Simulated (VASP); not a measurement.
Rh: relaxation of cell and atoms with LDA

Crystal: Rh.

```
CELL_PARAMETERS angstrom
2.66997 0.00000 0.00000
-1.33498 2.31226 0.00000
0.00000 0.00000 4.29889
ATOMIC_POSITIONS crystal
Rh 0.66224 0.33358 0.75038
Rh 0.33776 0.66642 0.24962
```

This cell differs from its parent crystal: all atoms moved at random, sigma 0.02 Å a component.

```
Program                : VASP 6.6.1
Task                   : relaxation of cell and atoms
Functional             : LDA
Potentials or basis    : VASP PAW LDA potentials, release 64 (Rh_pv)
Cutoff                 : 600 eV
k mesh                 : 12 × 12 × 8
Occupations            : gaussian, width 0.15 eV
Spin                   : no spin polarisation
Dipole correction      : no
Further INCAR settings : ALGO = Fast; EDIFF = 1e-06; IBRION = 2; EDIFFG = -0.01; NSW = 100; ISIF = 3
```

```
Relaxed volume                         : 13.31 Å³/atom
Relaxed cell                           : a = 2.669 Å, b = 2.669 Å, c = 4.313 Å, α = 90.00°, β = 90.00°, γ = 119.98°
Space group after relaxing (to 0.05 Å) : P6_3/mmc (No. 194)
Energy gained by relaxing              : 1.0 meV/atom
Ionic steps                            : 13
Pressure after relaxing                : 0.0 GPa
Largest force after relaxing           : 0.008 eV/Å
Band gap on the k mesh                 : zero (band 15 reaches 13.11 eV, above the bottom of band 16 at 10.53 eV)
```

Forces in eV/Å, atoms in the order of the input:
```
Rh   0.008  0.000 -0.002
Rh  -0.008  0.000  0.002
```

Stress tensor (GPa, compression positive):
```
 0.06 -0.10  0.00
-0.10  0.03  0.00
 0.00  0.00 -0.02
```

The path:
| step | energy change (eV) | largest force (eV/Å) | pressure (GPa) | volume (Å³) |
| --- | --- | --- | --- | --- |
| 1 | 0.0000 | 0.1262 | 0.94 | 26.54 |
| 2 | 0.0003 | 0.0510 | -2.44 | 26.84 |
| 3 | -0.0009 | 0.0893 | -0.75 | 26.68 |
| 4 | -0.0016 | 0.0328 | 0.21 | 26.60 |
| 5 | -0.0016 | 0.0401 | 0.01 | 26.62 |
| 6 | -0.0016 | 0.0336 | 0.00 | 26.61 |
| 7 | -0.0019 | 0.0133 | 0.25 | 26.60 |
| 8 | -0.0019 | 0.0088 | 0.18 | 26.60 |
| 9 | -0.0019 | 0.0051 | 0.29 | 26.59 |
| 10 | -0.0019 | 0.0159 | 0.30 | 26.60 |
| 11 | -0.0018 | 0.0151 | -0.72 | 26.68 |
| 12 | -0.0019 | 0.0096 | -0.12 | 26.62 |
| 13 | -0.0019 | 0.0081 | 0.02 | 26.62 |

Final structure:
```
Rh
1.0
     2.66937    0.00059   -0.00001
    -1.33418    2.31165    0.00000
    -0.00001    0.00000    4.31333
Rh
2
Direct
  0.66648 0.33332 0.75002
  0.33352 0.66668 0.24998
```

Levels at points of the mesh, in eV from the Fermi level:
| k point | band 12 | band 13 | band 14 | band 15 | band 16 | band 17 | band 18 | band 19 |
| --- | --- | --- | --- | --- | --- | --- | --- | --- |
| (0.00, 0.00, 0.00) | -2.67 | -2.66 | -2.04 | -2.04 | 0.14 | 0.15 | 0.66 | 8.92 |
| (0.50, 0.00, 0.00) | -2.38 | -2.30 | 0.46 | 0.68 | 0.78 | 3.13 | 5.28 | 10.50 |
| (0.00, 0.50, 0.00) | -2.37 | -2.30 | 0.46 | 0.68 | 0.78 | 3.13 | 5.28 | 10.50 |
| (0.50, 0.50, 0.00) | -2.37 | -2.30 | 0.46 | 0.68 | 0.79 | 3.14 | 5.29 | 10.51 |
| (0.00, 0.00, 0.50) | -3.35 | -3.34 | -3.34 | -0.46 | -0.46 | -0.46 | -0.46 | 14.95 |
| (0.50, 0.00, 0.50) | -1.79 | -0.35 | -0.35 | 0.65 | 0.65 | 2.70 | 2.70 | 9.60 |
| (0.00, 0.50, 0.50) | -1.79 | -0.35 | -0.35 | 0.65 | 0.65 | 2.70 | 2.70 | 9.61 |
| (0.50, 0.50, 0.50) | -1.79 | -0.35 | -0.35 | 0.65 | 0.65 | 2.70 | 2.70 | 9.61 |

Wall time 23 min on 1 thread of Intel(R) Xeon(R) Platinum 8488C (Sapphire Rapids), on a shared host, peak memory 0.41 GiB.

Caveat: the cell differs from its parent crystal (all atoms moved at random, sigma 0.02 Å a component).
